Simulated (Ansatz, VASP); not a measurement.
**Two plane-wave programs on ZnS**

```
Zn S
1.0
     3.31191    0.00000    0.00000
    -1.65595    2.86819    0.00000
     0.00000    0.00000    3.26111
Zn S
1 1
Cartesian
  1.6560 0.9561 0.0000
  0.0000 0.0000 1.6306
```

Change from the starting cell: species swapped into the TiS type (P-6m2, No. 187).

Alike in both runs: task relaxation of cell and atoms; functional PBE; k mesh 6 × 6 × 6; occupations gaussian, width 0.1 eV; no spin polarisation.

|  | VASP | Ansatz |
| --- | --- | --- |
| version | VASP 6.6.1 | Ansatz 0.2.0 |
| potentials or method | VASP PAW PBE potentials, release 64 (Zn, S), cutoff 500 eV | scalar-relativistic, plane waves, PAW |
| valence electrons in the cell | 18 | 18 |

```tsv
	VASP	Ansatz	Ansatz less VASP
gap on the k mesh at the Fermi level, each at its own relaxed structure (eV)	none	none	-
relaxed volume (Å³/atom)	17.29	17.23	-0.059
relaxed cell length with the largest relative difference (Å)	3.154	3.150	-0.0038
```

A gap of «none» marks a metal or a gap that the smearing closes.

The k mesh is coarse, so the values compare programs but aren't converged.
